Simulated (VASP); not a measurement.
TePb:

```
CELL_PARAMETERS angstrom
0.00000 3.23100 3.23100
3.23100 0.00000 3.23100
3.23100 3.23100 0.00000
ATOMIC_POSITIONS crystal
Te 0.50000 0.50000 0.50000
Pb 0.00000 0.00000 0.00000
```

* Program: VASP 6.6.1
* Task: relaxation of cell and atoms
* Functional: PBE
* Potentials or basis: VASP PAW PBE potentials, release 64 (Te, Pb_d)
* Cutoff: 600 eV
* k mesh: 8 × 8 × 8
* Occupations: fermi-dirac, width 0.02 eV
* Spin: no spin polarisation

At the start: pressure 2.1 GPa; volume 33.73 Å³/atom.

Q: How do energy, volume and symmetry change on relaxing?

A: Over 3 steps the energy falls by 10.7 meV/atom and the volume is 35.42 Å³/atom (+5.0 %); space group Fm-3m (No. 225, to 0.1 Å) before and after.

The path:
| step | energy change (eV) | largest force (eV/Å) | pressure (GPa) | volume (Å³) |
| --- | --- | --- | --- | --- |
| 1 | 0.0000 | 0.0000 | 2.12 | 67.46 |
| 2 | -0.0195 | 0.0000 | -0.56 | 71.92 |
| 3 | -0.0214 | 0.0000 | 0.01 | 70.83 |

Final structure:
```xyz
2
Lattice="0.0000 3.2840 3.2840 3.2840 0.0000 3.2840 3.2840 3.2840 0.0000" Properties=species:S:1:pos:R:3 pbc="T T T"
Te    3.2840    3.2840    3.2840
Pb    0.0000    0.0000    0.0000
```
